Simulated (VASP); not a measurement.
Set up this calculation in VASP 6.6.1, as the native input.

```yaml
Task: G0W0 quasiparticle levels
Functional: PBE
Potentials_or_basis: VASP PAW PBE potentials, release 64 (K_sv_GW, F_GW)
Cutoff: 500 eV
k_mesh: 4 × 4 × 4
Occupations: gaussian, width 0.01 eV
Spin: no spin polarisation
Dipole_correction: no
GW_scheme: G0W0
GW_iterations: 1
Cutoff_of_the_response_function: 120
Frequency_points: 96
Empty_bands: 95
Further_INCAR_settings: ALGO = EVGW0; EDIFF = 1e-08; NBANDS = 103
```

Crystal: KF.

```
K F
1.0
     3.17887    0.00000    0.00000
     0.00000    3.17887    0.00000
     0.00000    0.00000    3.17887
K F
1 1
Direct
  0.00000 0.00000 0.00000
  0.50000 0.50000 0.50000
```

One way to write it, as run:

POSCAR

```
KF
1.0
    3.1788706666      0.0000000000      0.0000000000
    0.0000000000      3.1788706666      0.0000000000
    0.0000000000      0.0000000000      3.1788706666
K F
1 1
Direct
    0.0000000000      0.0000000000      0.0000000000
    0.5000000000      0.5000000000      0.5000000000
```

INCAR.step1

```
PREC = Accurate
ENCUT = 500
EDIFF = 1E-8
ISMEAR = 0
SIGMA = 0.01
LREAL = False
LASPH = True
NELM = 80
ALGO = Normal
LWAVE = True
LCHARG = False
GGA = PE
```

INCAR.step2

```
PREC = Accurate
ENCUT = 500
EDIFF = 1E-8
ISMEAR = 0
SIGMA = 0.01
LREAL = False
LASPH = True
NELM = 1
ALGO = Exact
LWAVE = True
LCHARG = False
GGA = PE
NBANDS = 103
LOPTICS = True
ISTART = 1
```

INCAR.step3

```
PREC = Accurate
ENCUT = 500
EDIFF = 1E-8
ISMEAR = 0
SIGMA = 0.01
LREAL = False
LASPH = True
ALGO = EVGW0
LWAVE = False
LCHARG = False
GGA = PE
NELMGW = 1
NBANDS = 103
ENCUTGW = 120.0
NOMEGA = 96
PRECFOCK = Fast
ISTART = 1
NBANDSGW = 16
OMEGAMAX = 20
```

KPOINTS

```
regular mesh
0
Gamma
  4 4 4
```

Potentials or basis: VASP PAW PBE potentials, release 64 (K_sv_GW, F_GW).

Command:

```sh
$ cat potpaw_PBE.64/K_sv_GW/POTCAR potpaw_PBE.64/F_GW/POTCAR > POTCAR
$ cp INCAR.step1 INCAR
$ mpirun -np 1 vasp_std > vasp.out
$ cp INCAR.step2 INCAR
$ mpirun -np 1 vasp_std > vasp.out
$ cp INCAR.step3 INCAR
$ mpirun -np 1 vasp_std > vasp.out
```

Results of the run:

* Quasiparticle gap: 10.26 eV
* Least direct quasiparticle gap: 10.30 eV
* Band gap of the starting levels on the mesh: 6.81 eV
* Least direct gap of the starting levels on the mesh: 6.85 eV

Caveat: the k points lie up to 0.49 Å⁻¹ apart; bands, screening cutoff and mesh are small and nothing is extrapolated, so the quasiparticle values aren't converged; the structure was generated, so it needn't be the stable form of KF.

Wall time 40 s on 1 thread of Intel(R) Xeon(R) 6975P-C (Granite Rapids) (shared host), peak memory 0.29 GiB.
